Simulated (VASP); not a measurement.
A run of VASP 6.6.1:

The input INCAR:

```
PREC     = Accurate       # precision mode
ENCUT    = 500            # plane-wave cutoff, eV
EDIFF    = 1E-6           # SCF threshold, eV
ISMEAR   = 0              # smearing method
SIGMA    = 0.15           # smearing width, eV
LREAL    = False          # projectors in reciprocal space
LASPH    = True           # aspherical terms in the spheres
NELM     = 200            # most SCF steps
ALGO     = Normal         # electronic algorithm
ISIF     = 2              # what is computed and relaxed
LWAVE    = False          # write WAVECAR
LCHARG   = False          # write CHGCAR
ISPIN    = 2              # spin polarisation
MAGMOM   = 0 0 0.438      # initial moments
LORBIT   = 11             # projections on sites
NUPDOWN  = 0.4375         # fixed moment
LMAXMIX  = 4              # l up to which the mixer works
GGA      = PE             # functional
NBANDS   = 22             # bands
GGA_COMPAT= False
```

The input KPOINTS:

```
regular mesh
0
Gamma
  12 12 8
```

POSCAR

```
Te2Pt
1.0
    4.1991571964      0.0000000000      0.0000000000
   -2.0995785982      3.6365768066      0.0000000000
    0.0000000000      0.0000000000      5.5341790286
Te Pt
2 1
Direct
    0.3333333333      0.6666666667      0.2528728645
    0.6666666667      0.3333333333      0.7471271355
    0.0000000000      0.0000000000      0.0000000000
```

Potentials or basis: VASP PAW PBE potentials, release 64 (Te, Pt).

Run with:

```sh
$ cat potpaw_PBE.64/Te/POTCAR potpaw_PBE.64/Pt/POTCAR > POTCAR
$ mpirun -np 1 vasp_std > vasp.out
```

Hardware: 1 thread of Intel(R) Xeon(R) 6975P-C (Granite Rapids), on a shared host.

Problem. Estimate the wall time of this run.

Solution. Wall time 2.2 min on 1 thread of Intel(R) Xeon(R) 6975P-C (Granite Rapids), on a shared host, peak memory 0.48 GiB. Counts: scf iterations 14, k points 131.
